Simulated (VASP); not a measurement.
# MnO2 (Pnma) in VASP: single point with PBE+U

Aim: the single point of MnO2 with PBE+U.

Everything below comes from runs of VASP 6.6.1. Logs are shortened: lines on timing, memory, paths and dates and some standing lists are left out, and cuts for length are marked.

## (1) The cell of the first run

The structure is orthorhombic, space group Pnma (No. 62). The conventional cell has a = 9.515 Å, b = 2.864 Å, c = 4.706 Å, α = 90.00°, β = 90.00°, γ = 90.00°. Within 2.5 Å of Mn (site symmetry m) lie 6 O at 1.87 to 2.13 Å. O (site symmetry m) has 3 Mn at 1.91 to 2.13 Å and 1 O at 2.45 Å within 2.5 Å. O (site symmetry m) has 3 Mn at 1.87 to 1.93 Å and 1 O at 2.45 Å within 2.5 Å.

## (2) Single point, PBE+U, collinear spin, ferromagnetic start

INCAR reads:

```
SYSTEM = MnO2
  PREC = Accurate
  ENCUT = 520
  EDIFF = 1E-6
  ISMEAR = -1
  SIGMA = 0.1
  LREAL = .False.
  LASPH = .True.
  NELM = 150
  ALGO = Normal
  ISIF = 2
  LWAVE = .False.
  LCHARG = .True.
  ISPIN = 2
  MAGMOM = 4.5 4.5 4.5 4.5 0 0 0 0 0 0 0 0
  LORBIT = 11
  LMAXMIX = 4
  LDAU = .True.
  LDAUTYPE = 2
  LDAUL = 2 -1
  LDAUU = 3.9 0
  LDAUJ = 0 0
  LDAUPRINT = 1
  GGA = PE
  LELF = .True.
  LVHAR = .True.
  NBANDS = 66
```

KPOINTS reads:

```
regular mesh
0
Gamma
  2 7 4
  0 0 0
```

POSCAR reads:

```
MnO2
1.0
    9.5155000000      0.0000000000      0.0000000000
    0.0000000000      2.8644000000      0.0000000000
    0.0000000000      0.0000000000      4.7061000000
Mn O
4 8
Direct
    0.1416000000      0.2500000000      0.0407000000
    0.3584000000      0.7500000000      0.5407000000
    0.6416000000      0.2500000000      0.4593000000
    0.8584000000      0.7500000000      0.9593000000
    0.9577000000      0.2500000000      0.7819000000
    0.5423000000      0.7500000000      0.2819000000
    0.4577000000      0.2500000000      0.7181000000
    0.0423000000      0.7500000000      0.2181000000
    0.2791000000      0.2500000000      0.3420000000
    0.2209000000      0.7500000000      0.8420000000
    0.7791000000      0.2500000000      0.1580000000
    0.7209000000      0.7500000000      0.6580000000
```

Potentials or basis: VASP PAW PBE potentials, release 64 (Mn_pv, O).

The run is started by

```bash
cat potpaw_PBE.64/Mn_pv/POTCAR potpaw_PBE.64/O/POTCAR > POTCAR
mpirun -np 1 vasp_std > vasp.out
```

OUTCAR:

```text
SYSTEM = MnO2
   PREC = Accurate
   ENCUT = 520
   EDIFF = 1E-6
   ISMEAR = -1
   LREAL = .False.
   LASPH = .True.
   NELM = 150
   ISIF = 2
   ISPIN = 2
   LORBIT = 11
   GGA = PE

 ion  position               nearest neighbor table
   1  0.142  0.250  0.041-  10 1.87  10 1.87   8 1.91   8 1.91   9 1.93   5 2.13   4 3.08   4 3.08

   2  0.358  0.750  0.541-   9 1.87   9 1.87   7 1.91   7 1.91  10 1.93   6 2.13   3 3.08   3 3.08

   3  0.642  0.250  0.459-  12 1.87  12 1.87   6 1.91   6 1.91  11 1.93   7 2.13   2 3.08   2 3.08

   4  0.858  0.750  0.959-  11 1.87  11 1.87   5 1.91   5 1.91  12 1.93   8 2.13   1 3.08   1 3.08

   5  0.958  0.250  0.782-   4 1.91   4 1.91   1 2.13
   6  0.542  0.750  0.282-   3 1.91   3 1.91   2 2.13
   7  0.458  0.250  0.718-   2 1.91   2 1.91   3 2.13
   8  0.042  0.750  0.218-   1 1.91   1 1.91   4 2.13
   9  0.279  0.250  0.342-   2 1.87   2 1.87   1 1.93
  10  0.221  0.750  0.842-   1 1.87   1 1.87   2 1.93
  11  0.779  0.250  0.158-   4 1.87   4 1.87   3 1.93
  12  0.721  0.750  0.658-   3 1.87   3 1.87   4 1.93

  LATTYP: Found a simple orthorhombic cell.
 ALAT       =     2.8644000000
 B/A-ratio  =     1.6429618768
 C/A-ratio  =     3.3219871526

  Lattice vectors:

 A1 = (   0.0000000000,   2.8644000000,   0.0000000000)
 A2 = (   0.0000000000,   0.0000000000,   4.7061000000)
 A3 = (   9.5155000000,   0.0000000000,   0.0000000000)

Analysis of symmetry for initial positions (statically):
=====================================================================
 Subroutine PRICEL returns:
 Original cell was already a primitive cell.

 Routine SETGRP: Setting up the symmetry group for a
 simple orthorhombic supercell.

 Subroutine GETGRP returns: Found  8 space group operations
 (whereof  2 operations were pure point group operations)
 out of a pool of  8 trial point group operations.

The static configuration has the point symmetry S_2 .
 The point group associated with its full space group is D_2h.

Analysis of symmetry for dynamics (positions and initial velocities):
=====================================================================
 Subroutine PRICEL returns:
 Original cell was already a primitive cell.

 Routine SETGRP: Setting up the symmetry group for a
 simple orthorhombic supercell.

 Subroutine GETGRP returns: Found  8 space group operations
 (whereof  2 operations were pure point group operations)
 out of a pool of  8 trial point group operations.

The dynamic configuration has the point symmetry S_2 .
 The point group associated with its full space group is D_2h.

Analysis of structural, dynamic, and magnetic symmetry:
=====================================================================
 Subroutine PRICEL returns:
 Original cell was already a primitive cell.

 Routine SETGRP: Setting up the symmetry group for a
 simple orthorhombic supercell.

 Subroutine GETGRP returns: Found  8 space group operations
 (whereof  2 operations were pure point group operations)
 out of a pool of  8 trial point group operations.

The overall configuration has the point symmetry S_2 .
 The point group associated with its full space group is D_2h.

 Subroutine INISYM returns: Found  8 space group operations
 (whereof  2 operations are pure point group operations),
 and found     1 'primitive' translations

----------------------------------------------------------------------------------------

                                     Primitive cell

  volume of cell :     128.2704

  direct lattice vectors                    reciprocal lattice vectors
     9.515500000  0.000000000  0.000000000     0.105091693  0.000000000  0.000000000
     0.000000000  2.864400000  0.000000000     0.000000000  0.349113252  0.000000000
     0.000000000  0.000000000  4.706100000     0.000000000  0.000000000  0.212490172

  length of vectors
     9.515500000  2.864400000  4.706100000     0.105091693  0.349113252  0.212490172

  position of ions in fractional coordinates (direct lattice)
     0.141600000  0.250000000  0.040700000
     0.358400000  0.750000000  0.540700000
     0.641600000  0.250000000  0.459300000
     0.858400000  0.750000000  0.959300000
     0.957700000  0.250000000  0.781900000
     0.542300000  0.750000000  0.281900000
[... 101 lines left out ...]
   TEBEG  =    0.0;   TEEND  =   0.0 temperature during run
   PSTRESS=    0.0 pullay stress
   NELECT =     100.0000    total number of electrons
   NUPDOWN=      -1.0000    fix difference up-down
   EMIN   =  10.00;   EMAX   =-10.00  energy-range for DOS
   EFERMI =   0.00;   METHOD = LEGACY
   ISMEAR =    -1;   SIGMA  =   0.10  broadening in eV -4-tet -1-fermi 0-gaus
   EFERMI_NEDOS =   21; number of points for ismear=-14 and -15
   IALGO  =     38    algorithm
   IMIX   =      4    mixing-type and parameters
     AMIX     =   0.40;   BMIX     =  1.00
     AMIX_MAG =   1.60;   BMIX_MAG =  1.00
  volume/ion in A,a.u.               =      10.69        72.13
  Fermi-wavevector in a.u.,A,eV,Ry     =   1.506720  2.847289 30.888036  2.270207
  Thomas-Fermi vector in A             =   2.617401
   LORBIT       =     11    0 simple, 1 ext, 2 COOP (PROOUT), +10 PAW based schemes
 LDA+U is selected, type is set to LDAUTYPE =  2
   angular momentum for each species LDAUL =     2   -1
   U (eV)           for each species LDAUU =   3.9  0.0
   J (eV)           for each species LDAUJ =   0.0  0.0
   GGA     = PE    functional components
   LHFCALC =     F    Hartree Fock is set to
   AEXX    =    0.0000 exact exchange contribution
   IVDW    =     0    specifies the selected vdW correction
   LEPSILON=     F    determine dielectric tensor
   LRPA    =     F    only Hartree local field effects (RPA)
 spin polarized calculation
  energy-cutoff  :      520.00
  volume of cell :      128.27
 maximum number of plane-waves:      3486
 NGX is ok and might be reduce to    72
   NGX = 35   NGY = 11   NGZ = 17

 number of electron     100.0000000 magnetization      18.0000000

atom =   1  type =  1  l = 2

 onsite density matrix

spin component  1
[... 116 lines left out ...]
  o =  0.0763  v =  0.0000  0.0000  0.0000  0.0000  0.0000  0.0000  0.0000  0.2164 -0.5812  0.7845      0.0000  0.0000  0.0000  0.0000  0.0000  0.0000  0.0000  0.0000  0.0000  0.0000
  o =  0.0862  v =  0.0000  0.0000  0.0000  0.0000  0.0000  0.0000  0.0000  0.9378 -0.0996 -0.3325      0.0000  0.0000  0.0000  0.0000  0.0000  0.0000  0.0000  0.0000  0.0000  0.0000
  o =  0.0880  v =  0.0000  0.0000  0.0000  0.0000  0.0000 -0.7086 -0.7056  0.0000  0.0000  0.0000      0.0000  0.0000  0.0000  0.0000  0.0000  0.0000  0.0000  0.0000  0.0000  0.0000
  o =  0.2576  v =  0.0000  0.0000  0.0000  0.0000  0.0000  0.0000 -0.0000 -0.2714 -0.8077 -0.5235      0.0000  0.0000  0.0000  0.0000  0.0000  0.0000  0.0000  0.0000  0.0000  0.0000
  o =  0.3357  v =  0.0000  0.0000  0.0000  0.0000  0.0000  0.7056 -0.7086  0.0000  0.0000  0.0000      0.0000  0.0000  0.0000  0.0000  0.0000  0.0000  0.0000  0.0000  0.0000  0.0000
  o =  0.5424  v = -0.7082  0.7060 -0.0000 -0.0000 -0.0000  0.0000  0.0000  0.0000  0.0000  0.0000      0.0000  0.0000  0.0000  0.0000  0.0000  0.0000  0.0000  0.0000  0.0000  0.0000
  o =  0.5784  v =  0.0000  0.0000  0.2484  0.8365  0.4884  0.0000  0.0000  0.0000  0.0000  0.0000      0.0000  0.0000  0.0000  0.0000  0.0000  0.0000  0.0000  0.0000  0.0000  0.0000
  o =  0.9575  v =  0.0000  0.0000  0.4884 -0.5436  0.6826  0.0000  0.0000  0.0000  0.0000  0.0000      0.0000  0.0000  0.0000  0.0000  0.0000  0.0000  0.0000  0.0000  0.0000  0.0000
  o =  0.9597  v = -0.7060 -0.7082  0.0000  0.0000  0.0000  0.0000  0.0000  0.0000  0.0000  0.0000      0.0000  0.0000  0.0000  0.0000  0.0000  0.0000  0.0000  0.0000  0.0000  0.0000
  o =  0.9652  v =  0.0000 -0.0000 -0.8365 -0.0689  0.5436  0.0000  0.0000  0.0000  0.0000  0.0000      0.0000  0.0000  0.0000  0.0000  0.0000  0.0000  0.0000  0.0000  0.0000  0.0000

 number of electron      99.9999981 magnetization      12.0003591

 Free energy of the ion-electron system (eV)
  ---------------------------------------------------
  ext. energy  EPLUGINS =         0.00000000
  ---------------------------------------------------
  free energy    TOTEN  =       -84.48524389 eV

  energy without entropy =      -84.47905992  energy(sigma->0) =      -84.48215191

 E-fermi :   3.5660     XC(G=0): -11.0272

 val. band max:        3.1680826831   @ k =   0.0000   0.0000   0.0000
 cond. band min:       3.8984491352   @ k =   0.0000   0.0000   0.2500
 fundamental gap:      0.7303664520
 Fermi energy:         3.5659616582

 spin component 1

 k-point     1 :       0.0000    0.0000    0.0000
  band No.  band energies     occupation
      1     -47.3236      1.00000
      2     -47.3155      1.00000
      3     -47.2964      1.00000
      4     -47.2930      1.00000
      5     -47.2913      1.00000
      6     -47.2903      1.00000
[... 1549 lines left out ...]
     61       5.7944      0.00000
     62       5.7944      0.00000
 Fermi energy:         3.5659616582

 spin component 2

 k-point     1 :       0.0000    0.0000    0.0000
  band No.  band energies     occupation
      1     -43.8448      1.00000
      2     -43.8404      1.00000
      3     -43.8375      1.00000
      4     -43.8331      1.00000
      5     -43.7611      1.00000
      6     -43.7517      1.00000
[... 1549 lines left out ...]
     61       7.9236      0.00000
     62       7.9236      0.00000
 [bands above 62 left out]

------------------------ aborting loop because EDIFF is reached ----------------------------------------

  FORCE on cell =-STRESS in cart. coord.  units (eV):
  Direction    XX          YY          ZZ          XY          YZ          ZX
  --------------------------------------------------------------------------------------
  -------------------------------------------------------------------------------------
  Total       -2.4555689      7.5347705      0.2100653      0.0000000     -0.0000000      0.0000000
  in kB      -30.6715886     94.1139885      2.6238470      0.0000000     -0.0000000      0.0000000
  external PRESSURE =      22.0220823 kB  Pullay stress =       0.0000000 kB

 VOLUME and BASIS-vectors are now :
 -----------------------------------------------------------------------------
  energy-cutoff  :      520.00
  volume of cell :      128.27
      direct lattice vectors                 reciprocal lattice vectors
     9.515500000  0.000000000  0.000000000     0.105091693  0.000000000  0.000000000
     0.000000000  2.864400000  0.000000000     0.000000000  0.349113252  0.000000000
     0.000000000  0.000000000  4.706100000     0.000000000  0.000000000  0.212490172

 POSITION                                       TOTAL-FORCE (eV/Angst)
 -----------------------------------------------------------------------------------
      1.34739      0.71610      0.19154        -1.427509     -0.000000      0.139184
      3.41036      2.14830      2.54459         1.427509     -0.000000      0.139184
      6.10514      0.71610      2.16151        -1.427509      0.000000     -0.139184
      8.16811      2.14830      4.51456         1.427509     -0.000000     -0.139184
      9.11299      0.71610      3.67970         0.909118      0.000000      0.401905
      5.16026      2.14830      1.32665        -0.909118      0.000000      0.401905
      4.35524      0.71610      3.37945         0.909118      0.000000     -0.401905
      0.40251      2.14830      1.02640        -0.909118      0.000000     -0.401905
      2.65578      0.71610      1.60949        -0.506634      0.000000     -0.733517
      2.10197      2.14830      3.96254         0.506634      0.000000     -0.733517
      7.41353      0.71610      0.74356        -0.506634      0.000000      0.733517
      6.85972      2.14830      3.09661         0.506634      0.000000      0.733517
 -----------------------------------------------------------------------------------
    total drift:                                0.000000      0.000000      0.000000

  FREE ENERGIE OF THE ION-ELECTRON SYSTEM (eV)
  ---------------------------------------------------
  free  energy   TOTEN  =       -84.4852438941 eV

  energy  without entropy=      -84.4790599219  energy(sigma->0) =      -84.48215191

 total charge

# of ion       s       p       d       tot
------------------------------------------
    1        0.341   6.437   4.816  11.595
    2        0.341   6.437   4.816  11.595
    3        0.341   6.437   4.816  11.595
    4        0.341   6.437   4.816  11.595
    5        1.587   3.366   0.000   4.953
    6        1.587   3.366   0.000   4.953
    7        1.587   3.366   0.000   4.953
    8        1.587   3.366   0.000   4.953
    9        1.566   3.484   0.000   5.051
   10        1.566   3.484   0.000   5.051
   11        1.566   3.484   0.000   5.051
   12        1.566   3.484   0.000   5.051
--------------------------------------------------
tot         13.979  53.150  19.265  86.393

 magnetization (x)

# of ion       s       p       d       tot
------------------------------------------
    1        0.025   0.037   3.157   3.219
    2        0.025   0.037   3.157   3.219
    3        0.025   0.037   3.157   3.219
    4        0.025   0.037   3.157   3.219
    5        0.001  -0.211   0.000  -0.210
    6        0.001  -0.211   0.000  -0.210
    7        0.001  -0.211   0.000  -0.210
    8        0.001  -0.211   0.000  -0.210
    9       -0.001  -0.040   0.000  -0.041
   10       -0.001  -0.040   0.000  -0.041
   11       -0.001  -0.040   0.000  -0.041
   12       -0.001  -0.040   0.000  -0.041
--------------------------------------------------
tot          0.102  -0.854  12.627  11.875
```

Run time: 14 min. Hardware: 1 thread of Oxide Virtual Turin-like, shared host; peak memory 0.42 GiB.

What came out:

| Property | Result |
| --- | --- |
| Free energy | -84.4852 eV |
| Pressure | 2.2 GPa |
| Largest force | 1.434 eV/Å |
| Band gap on the k mesh | 0.73 eV (least direct gap 0.76 eV) |
| Net moment | 12.00 μB per cell |
| Site moments | Mn +3.22; O -0.21, -0.04 (each value once) μB |
| Valence electrons inside the program's atomic spheres | Mn 11.60; O 4.95, 5.05 (each value once) |

Forces in eV/Å, atoms in the order of the input:
```
Mn  -1.428  0.000  0.139
Mn   1.428  0.000  0.139
Mn  -1.428  0.000 -0.139
Mn   1.428  0.000 -0.139
O    0.909  0.000  0.402
O   -0.909  0.000  0.402
O    0.909  0.000 -0.402
O   -0.909  0.000 -0.402
O   -0.507  0.000 -0.734
O    0.507  0.000 -0.734
O   -0.507  0.000  0.734
O    0.507  0.000  0.734
```

Stress tensor (GPa, compression positive):
```
-3.07  0.00  0.00
 0.00  9.41  0.00
 0.00  0.00  0.26
```

Levels at points of the mesh, in eV from the valence-band top:
Spin up:
```tsv
k point	band 54	band 55	band 56	band 57	band 58	band 59
(0.00, 0.00, 0.00)	-0.25	-0.22	0.00	0.76	1.16	2.16
(0.50, 0.00, 0.00)	-0.43	-0.36	-0.36	1.05	1.05	2.50
(0.00, 0.00, 0.50)	-0.83	-0.11	-0.11	1.17	1.17	1.99
(0.50, 0.00, 0.50)	-0.40	-0.31	-0.31	1.23	1.23	1.91
```
Spin down:
```
           k point  band 40  band 41  band 42  band 43  band 44  band 45  band 46  band 47  band 48  band 49
(0.00, 0.00, 0.00)    -1.15    -1.07    -0.73    -0.47    -0.42     2.58     2.62     2.77     2.97     3.05
(0.50, 0.00, 0.00)    -1.39    -0.82    -0.82    -0.72    -0.72     2.63     2.63     2.97     2.97     3.02
(0.00, 0.00, 0.50)    -1.48    -1.32    -1.32    -1.04    -1.04     2.60     2.60     2.72     2.72     2.90
(0.50, 0.00, 0.50)    -1.48    -1.40    -1.40    -0.75    -0.75     2.59     2.59     2.70     2.70     2.97
```

Eigenvalues of the final occupation matrices:
```
    site  spin  trace               eigenvalues
site 1 d     1   4.00  0.54 0.58 0.96 0.96 0.97
site 1 d     2   0.84  0.08 0.09 0.09 0.26 0.34
site 2 d     1   4.00  0.54 0.58 0.96 0.96 0.97
site 2 d     2   0.84  0.08 0.09 0.09 0.26 0.34
site 3 d     1   4.00  0.54 0.58 0.96 0.96 0.97
site 3 d     2   0.84  0.08 0.09 0.09 0.26 0.34
site 4 d     1   4.00  0.54 0.58 0.96 0.96 0.97
site 4 d     2   0.84  0.08 0.09 0.09 0.26 0.34
```

Caveat: the stress differs along the axes, from -3 to 9 GPa; semilocal functionals underestimate gaps, and a narrow one can read as zero; the run started ferromagnetic, and an antiferromagnetic order may lie lower in energy; forces of over 1 eV/Å act on the atoms, so gaps and moduli don't describe the material at rest. The state reached can hang on the start; a lower one may exist.
